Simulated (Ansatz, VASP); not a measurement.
# Tl: VASP beside Ansatz

File INCAR:

```
ALGO = Normal
EDIFF = 1E-6
ENCUT = 520
GGA = PS
ISIF = 2
ISMEAR = -1
LASPH = True
LCHARG = False
LREAL = False
LWAVE = False
NBANDS = 20
NELM = 80
PREC = Accurate
SIGMA = 0.1
```

The input KPOINTS:

```
k-points
0
Gamma
  9 9 9
```

File POSCAR:

```
Tl
1.0
    0.0000000000      3.2972239797      3.2972239797
    3.2972239797      0.0000000000      3.2972239797
    3.2972239797      3.2972239797      0.0000000000
Tl
2
Direct
    0.1250000000      0.1250000000      0.1250000000
    0.8750000000      0.8750000000      0.8750000000
```

Input for Ansatz:

```yaml
crystal:
  lattice:
    - [0.0, 3.2972239797, 3.2972239797]
    - [3.2972239797, 0.0, 3.2972239797]
    - [3.2972239797, 3.2972239797, 0.0]
  atoms:
    - { symbol: Tl, position: [0.125, 0.125, 0.125] }
    - { symbol: Tl, position: [0.875, 0.875, 0.875] }
hamiltonian:
  xc: pbesol
  pseudopotentials:
    kind: paw
    azcp:
      Tl: "pseudopotentials/Tl.paw.azcp"
basis:
  ecutwfc: 420
  fft_grid_basis: typed
kpoints:
  mp_grid: { grid: [9, 9, 9], shift: [0, 0, 0] }
magnetization:
  spin_polarized: false
scf:
  occupations: { method: fermi_dirac, width: 0.1 }
  lower_state_search: "off"
output:
  stress: true
  write_density: true
  write_potential: true
  elf: true
  volumetric_format: npy
```

Alike in both runs: task single point; functional PBEsol; k mesh 9 × 9 × 9; occupations fermi-dirac, width 0.1 eV; no spin polarisation.

|  | VASP | Ansatz |
| --- | --- | --- |
| version | VASP 6.6.1 | Ansatz 0.2.0 |
| potentials or method | VASP PAW PBE potentials, release 64 (Tl_d), cutoff 520 eV | plane waves (420 eV) with PAW, scalar-relativistic |
| valence electrons in the cell | 26 | 26 |

```csv
,VASP,Ansatz,Ansatz less VASP
pressure (GPa),3.4,3.5,+0.05
```

VASP's potentials were made for PBE, not for PBEsol, and Ansatz warns of the same on its side.

Neither program's run includes spin-orbit coupling.
